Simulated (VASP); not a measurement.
CaO:

```
CELL_PARAMETERS angstrom
0.00000 2.50246 2.50246
2.50246 0.00000 2.50246
2.50246 2.50246 0.00000
ATOMIC_POSITIONS crystal
Ca 0.00000 0.00000 0.00000
O 0.25000 0.25000 0.25000
```

This cell differs from its parent crystal: strain -4.0%.

Base run:

- Program: VASP 6.6.1
- Functional: r2SCAN
- Potentials or basis: VASP PAW PBE potentials, release 64 (Ca_sv, O)
- Cutoff: 520 eV
- k mesh: 8 × 8 × 8
- Occupations: gaussian, width 0.01 eV
- Spin: no spin polarisation

Its results: band gap on the k mesh 4.16 eV (least direct gap 5.05 eV); pressure 14.3 GPa.

Task: The run is repeated on the same cell with these changes: functional from r2SCAN to PBE; k mesh from 8 × 8 × 8 to 6 × 6 × 6. What comes out?

Result: Band gap on the k mesh 3.75 eV (least direct gap 4.64 eV); pressure 14.9 GPa.

Several settings changed at once.

Caveats: the cell stands under pressure; the PAW data sets were made with another functional, which shifts forces and pressure a little (at least some runs).

A k mesh can miss the band edges.
